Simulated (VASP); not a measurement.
A run of VASP 6.6.1 is set up as follows.

The input INCAR:

```
PREC     = Accurate       # precision mode
ENCUT    = 520            # plane-wave cutoff, eV
EDIFF    = 1E-6           # SCF threshold, eV
ISMEAR   = 0              # smearing method
SIGMA    = 0.05           # smearing width, eV
LREAL    = F              # projectors in reciprocal space
LASPH    = T              # aspherical terms in the spheres
NELM     = 100            # most SCF steps
ALGO     = Normal         # electronic algorithm
ISIF     = 2              # what is computed and relaxed
LWAVE    = F              # write WAVECAR
LCHARG   = F              # write CHGCAR
GGA      = PS             # functional
NBANDS   = 24             # bands
```

File KPOINTS:

```
regular mesh
0
Gamma
  12 12 12
```

POSCAR

```
CaO
1.0
   -1.6676340000      1.6676340000      7.8749801000
    1.6676340000     -1.6676340000      7.8749801000
    1.6676340000      1.6676340000     -7.8749801000
Ca O
2 2
Direct
    0.3204030000      0.3204030000      0.0000000000
    0.6795970000      0.6795970000      0.0000000000
    0.1818140000      0.1818140000      0.0000000000
    0.8181860000      0.8181860000      0.0000000000
```

Potentials or basis: VASP PAW PBE potentials, release 64 (Ca_sv, O).

Run with:

```console
$ cat potpaw_PBE.64/Ca_sv/POTCAR potpaw_PBE.64/O/POTCAR > POTCAR
$ mpirun -np 1 vasp_std > vasp.out
```

Predict the band gap on the k mesh.

2.39 eV, indirect (the least direct gap lies 0.6 meV higher).

What does it give for the pressure?

0.8 GPa.

What does it give for the largest force?

0.782 eV/Å.

Forces in eV/Å, atoms in the order of the input:
```
Ca   0.000  0.000  0.782
Ca   0.000  0.000 -0.782
O    0.000  0.000 -0.458
O    0.000  0.000  0.458
```

Caveat: the cell differs from its parent crystal (strain -0.0750 x Voigt [0, 0, 1, 0, 0, 0]); the PAW data sets were made with another functional, which shifts forces and pressure a little. A k mesh can miss the band edges.
